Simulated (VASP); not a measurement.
A run of VASP 6.6.1 is set up as follows.

File INCAR:

```
SYSTEM = MgO
ALGO = Normal ; EDIFF = 1E-6
ENCUT = 600 ; GGA = PE
GGA_COMPAT = .FALSE. ; ISIF = 2
ISMEAR = -1 ; LASPH = .TRUE.
LCHARG = .FALSE. ; LREAL = .FALSE.
LWAVE = .FALSE. ; NBANDS = 11
NELM = 120 ; PREC = Accurate
SIGMA = 5E-4
```

KPOINTS

```
k-points
0
G
  8 8 8
  0 0 0
```

Contents of POSCAR:

```
MgO
1.0
    0.0000000000      2.1652500000      2.1652500000
    2.1652500000      0.0000000000      2.1652500000
    2.1652500000      2.1652500000      0.0000000000
Mg O
1 1
Direct
    0.0000000000      0.0000000000      0.0000000000
    0.5000000000      0.5000000000      0.5000000000
```

Potentials or basis: VASP PAW PBE potentials, release 64 (Mg, O).

The run is started by

```bash
$ cat potpaw_PBE.64/Mg/POTCAR potpaw_PBE.64/O/POTCAR > POTCAR
$ mpirun -np 1 vasp_std > vasp.out
```

Task: Predict the pressure.

Result: -8.2 GPa.

Task: What does it give for the band gap on the k mesh?

Result: 3.96 eV, direct.
